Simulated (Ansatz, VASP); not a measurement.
One calculation of C, two programs

INCAR

```
SYSTEM = C
ALGO = Normal
EDIFF = 1E-7
ENCUT = 520
GGA = CA
ISIF = 2
ISMEAR = 0
LASPH = .True.
LCHARG = .True.
LELF = .True.
LREAL = .False.
LVHAR = .True.
LWAVE = .False.
NBANDS = 11
NELM = 60
PREC = Accurate
SIGMA = 0.01
```

Contents of KPOINTS:

```
k-points
0
Gamma
  12 12 12
  0 0 0
```

The input POSCAR:

```
C
1.0
    1.7835325966      1.7835325966      0.0000000000
   -1.7835325966      1.7835325966      0.0000000000
    0.0000000000      1.7835325966      1.7611489718
C
2
Direct
    0.5000000000      0.5000000000      0.0000000000
    0.7500000000      0.2500000000      0.5000000000
```

Input for Ansatz:

```yaml
crystal:
  lattice:
    - [1.78353259657, 1.78353259657, 0.0]
    - [-1.78353259657, 1.78353259657, 0.0]
    - [0.0, 1.78353259657, 1.76114897177]
  atoms:
    - { symbol: C, position: [0.5, 0.5, 0.0] }
    - { symbol: C, position: [0.75, 0.25, 0.5] }
kpoints:
  mp_grid: { grid: [12, 12, 12] }
scf:
  occupations: { method: fixed }
  convergence: { dr2_threshold: 1.0e-10 }
hamiltonian:
  xc: lda
  pseudopotentials: { kind: all_electron, lapw: { basis_error: 0.0005 } }
output:
  forces: true
  stress: true
  eigenstates:
    kpoints:
      - [0.0, 0.0, 0.0]
      - [0.365542903, -0.365542903, 0.0]
      - [0.365542903, 0.365542903, 0.365542903]
      - [0.0, 0.0, 0.365542903]
      - [-0.5, -0.5, -0.5]
      - [-0.5, 0.5, 0.0]
      - [0.0, 0.0, -0.5]
      - [0.0, -0.5, -0.5]
      - [0.0, 0.5, 0.0]
      - [-0.5, 0.0, 0.0]
      - [-0.5, 0.0, -0.5]
  eigenvalues: true
```

Change from the starting cell: film at in-plane strain +0.01.

Alike in both runs: task single point; functional LDA; k mesh 12 × 12 × 12; no spin polarisation.

```csv
,VASP,Ansatz
version,VASP 6.6.1,Ansatz 0.2.0
potentials or method,"VASP PAW LDA potentials, release 64 (C), cutoff 520 eV","all-electron LAPW, scalar-relativistic"
occupations,"gaussian, width 0.01 eV",fixed
```

```tsv
	VASP	Ansatz	Ansatz less VASP
gap on the k mesh at the Fermi level (eV)	3.83	3.84	+0.006
pressure (GPa)	-6.3	-7.7	-1.41
traceless stress, the component that is largest in VASP (GPa)	7.79	7.81	+0.019
```

LDA's correlation is that of Perdew and Zunger in VASP and of Perdew and Wang (1992) in Ansatz. Ansatz ran all-electron here, and VASP with PAW potentials.
